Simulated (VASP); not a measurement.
Write the native input for VASP 6.6.1 that does the following.

- Task: single point
- Functional: PBEsol
- Potentials or basis: VASP PAW PBE potentials, release 64 (Al, Ru_pv)
- Cutoff: 520 eV
- k mesh: 15 × 15 × 4
- Occupations: gaussian, width 0.15 eV
- Spin: no spin polarisation
- Dipole correction: no
- Further INCAR settings: ALGO = Fast; EDIFF = 1e-07; NBANDS = 48

The structure of Al3Ru2 lies in POSCAR:

```
Al3Ru2
1.0
   -3.0733627987      0.0000000000      0.0000000000
    0.0000000000     -3.0733627987      0.0000000000
    0.0000000000      0.0000000000     17.2516646833
Al Ru
6 4
Direct
    0.5000000000      0.5000000000      0.2893841395
    1.0000000000      1.0000000000      0.7024360085
    0.5000000000      0.5000000000      0.1293321423
    1.0000000000      1.0000000000      0.5423840114
    0.5000000000      0.5000000000      0.4494361366
    1.0000000000      1.0000000000      0.0363842675
    0.0000000000      0.0000000000      0.3766689495
    0.5000000000      0.5000000000      0.7897208185
    0.0000000000      0.0000000000      0.2020993294
    0.5000000000      0.5000000000      0.6151511985
```

This cell differs from its parent crystal: the distance across one plane changed.

The input as run:

INCAR

```
SYSTEM = Al3Ru2
ALGO = Fast
EDIFF = 1E-7
ENCUT = 520
GGA = PS
ISIF = 2
ISMEAR = 0
LASPH = .TRUE.
LCHARG = .FALSE.
LREAL = .FALSE.
LWAVE = .FALSE.
NBANDS = 48
NELM = 60
PREC = Accurate
SIGMA = 0.15
```

KPOINTS

```
k-points
0
G
  15 15 4
  0 0 0
```

Potentials or basis: VASP PAW PBE potentials, release 64 (Al, Ru_pv).

Launch:

```bash
$ cat potpaw_PBE.64/Al/POTCAR potpaw_PBE.64/Ru_pv/POTCAR > POTCAR
$ mpirun -np 1 vasp_std > vasp.out
```

Results of the run:

The pressure is -4.3 GPa. The largest force is 0.770 eV/Å and the band gap on the k mesh is zero (bands 37 and 38 overlap by 1.23 eV).

Caveat: the cell differs from its parent crystal (the distance across one plane changed); the cell stands under tension; the PAW data sets were made with another functional, which shifts forces and pressure a little.

Run time: 41 min on 1 thread of Intel Xeon 8259CL, with other jobs on the host, peak memory 0.69 GiB.
